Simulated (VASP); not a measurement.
ZnS, 12 atoms in the cell. It takes space group P6_3mc (No. 186, hexagonal). Conventional cell: a = 3.734 Å, b = 3.734 Å, c = 18.308 Å, α = 90.00°, β = 90.00°, γ = 120.00°. Within 3.0 Å of Zn (site symmetry 3m) lie 4 S at 2.29 Å. Zn (site symmetry 3m) has 4 S at 2.29 Å within 3.0 Å. Within 3.0 Å of Zn (site symmetry 3m) lie 4 S at 2.29 Å. S (site symmetry 3m) has 4 Zn at 2.29 Å within 3.0 Å. Within 3.0 Å of S (site symmetry 3m) lie 4 Zn at 2.29 Å. S (site symmetry 3m) has 4 Zn at 2.29 Å within 3.0 Å. 

| Quantity | Value |
| --- | --- |
| Program | VASP 6.6.1 |
| Task | single point |
| Functional | BLYP |
| Dispersion | D3(BJ) |
| Potentials or basis | VASP PAW PBE potentials, release 64 (Zn, S) |
| Cutoff | 520 eV |
| k mesh | 8 × 8 × 2 |
| Occupations | fermi-dirac, width 0.05 eV |
| Spin | no spin polarisation |
| Dipole correction | no |
| Further INCAR settings | ALGO = Normal; EDIFF = 1e-06; NBANDS = 66 |

Potentials or basis: VASP PAW PBE potentials, release 64 (Zn, S).

Command:

```bash
$ cat potpaw_PBE.64/Zn/POTCAR potpaw_PBE.64/S/POTCAR > POTCAR
$ mpirun -np 1 vasp_std > vasp.out
```

Hardware: 1 thread of Oxide Virtual Turin-like Processor (shared host).

Problem. Estimate the wall time of this run.

Solution. Wall time 10 min on 1 thread of Oxide Virtual Turin-like Processor (shared host), peak memory 0.41 GiB. Counts: scf iterations 18, k points 20.
